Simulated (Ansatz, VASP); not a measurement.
One calculation of RuAu, two programs

File INCAR:

```
  PREC = Accurate
  ENCUT = 520
  EDIFF = 1E-6
  ISMEAR = -1
  SIGMA = 0.05
  LREAL = F
  LASPH = T
  NELM = 80
  ALGO = Normal
  ISIF = 2
  LWAVE = F
  LCHARG = T
  GGA = PE
  LELF = T
  LVHAR = T
  NBANDS = 20
```

Contents of KPOINTS:

```
Automatic mesh
0
Gamma
  8 8 8
```

POSCAR

```
RuAu
1.0
    3.1220370540      0.0000000000      0.0000000000
    0.0000000000      3.1220370540      0.0000000000
    0.0000000000      0.0000000000      3.1220370540
Ru Au
1 1
Direct
    0.0000000000      0.0000000000      0.0000000000
    0.5000000000      0.5000000000      0.5000000000
```

File input.yaml:

```yaml
crystal:
  lattice:
    - [3.122037054, 0.0, 0.0]
    - [0.0, 3.122037054, 0.0]
    - [0.0, 0.0, 3.122037054]
  atoms:
    - { symbol: Ru, position: [0.0, 0.0, 0.0] }
    - { symbol: Au, position: [0.5, 0.5, 0.5] }
hamiltonian:
  xc: pbe
  pseudopotentials: { kind: paw, azcp: { folder: soft_1 } }
kpoints:
  mp_grid: { grid: [8, 8, 8] }
scf:
  occupations: { method: fermi_dirac, width: 0.05 }
output:
  forces: true
  stress: true
  eigenvalues: true
  write_density: true
  write_potential: true
  elf: true
  volumetric_format: npy
```

Alike in both runs: task single point; functional PBE; k mesh 8 × 8 × 8; occupations fermi-dirac, width 0.05 eV; no spin polarisation.

|  | VASP | Ansatz |
| --- | --- | --- |
| version | VASP 6.6.1 | Ansatz 0.2.0 |
| potentials or method | VASP PAW PBE potentials, release 64 (Ru_pv, Au) | Ansatz PAW soft_1 |
| plane-wave cutoff (eV) | 520 | 420 |
| valence electrons in the cell | 25 | 35 |

```tsv
	VASP	Ansatz	Ansatz less VASP
gap on the k mesh at the Fermi level (eV)	none	none	-
pressure (GPa)	9.6	9.9	+0.32
```

A gap of «none» marks a metal or a gap that the smearing closes. VASP's potentials hold 25 valence electrons a cell and Ansatz's 35, so a difference there can come from the potentials and not from the codes.

Neither program's run includes spin-orbit coupling.
